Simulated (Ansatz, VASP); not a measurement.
**FeH2O: VASP beside Ansatz**

Contents of INCAR:

```
SYSTEM = FeH2O
ALGO = Normal
EDIFF = 1E-6
ENCUT = 600
GGA = PE
GGA_COMPAT = .False.
ISIF = 2
ISMEAR = 0
ISPIN = 2
LASPH = .True.
LCHARG = .False.
LMAXMIX = 4
LORBIT = 11
LREAL = .False.
LWAVE = .False.
MAGMOM = 4 0 0 0
NBANDS = 24
NELM = 200
PREC = Accurate
SIGMA = 0.1
```

KPOINTS

```
k-points
0
Gamma
  4 4 4
  0 0 0
```

POSCAR

```
FeH2O
1.0
    3.7560776800      0.0000000000      0.0000000000
    0.0000000000      3.7560776800      0.0000000000
    0.0000000000      0.0000000000      3.7560776800
Fe H O
1 2 1
Direct
    0.0000000000      0.0000000000      0.0000000000
    0.5000000000      0.0000000000      0.0000000000
    0.0000000000      0.5000000000      0.0000000000
    0.0000000000      0.0000000000      0.5000000000
```

Input for Ansatz:

```yaml
crystal:
  lattice:
    - [3.75607768, 0.0, 0.0]
    - [0.0, 3.75607768, 0.0]
    - [0.0, 0.0, 3.75607768]
  atoms:
    - { symbol: Fe, position: [0.0, 0.0, 0.0], spin: 4.0 }
    - { symbol: H, position: [0.5, 0.0, 0.0] }
    - { symbol: H, position: [0.0, 0.5, 0.0] }
    - { symbol: O, position: [0.0, 0.0, 0.5] }
basis:
  ecutwfc: 420
kpoints:
  mp_grid: { grid: [4, 4, 4] }
hamiltonian:
  xc: pbe
scf:
  occupations: { method: gaussian, width: 0.1 }
  lower_state_search: "off"
output:
  forces: true
  stress: true
  eigenvalues: true
  populations: true
magnetization:
  spin_polarized: true
```

Alike in both runs: task single point; functional PBE; k mesh 4 × 4 × 4; occupations gaussian, width 0.1 eV; collinear spin.

|  | VASP | Ansatz |
| --- | --- | --- |
| version | VASP 6.6.1 | Ansatz 0.2.0 |
| potentials or method | VASP PAW PBE potentials, release 64 (Fe_sv, H, O), cutoff 600 eV | scalar-relativistic, plane waves, PAW |
| valence electrons in the cell | 24 | 24 |

VASP gave:

| Quantity | Value |
| --- | --- |
| gap on the k mesh at the Fermi level (eV) | none |
| pressure (GPa) | -14.9 |
| traceless stress, the component that is largest in VASP (GPa) | -8.03 |
| net moment per atom (μB) | 0.82 |
| size of the moment on the site where the two differ most (μB) | 2.69 |

What did Ansatz give for the same quantities?

gap on the k mesh at the Fermi level (eV): none; pressure (GPa): -14.1; traceless stress, the component that is largest in VASP (GPa): -7.99; net moment per atom (μB): 0.82; size of the moment on the site where the two differ most (μB): 2.52.

Site moments also hang on the region over which each program counts them. A gap of «none» marks a metal or a gap that the smearing closes. With one functional, cell and mesh, what is left measures potentials, basis and numerics.

The k mesh is coarse, so the values compare programs but aren't converged.
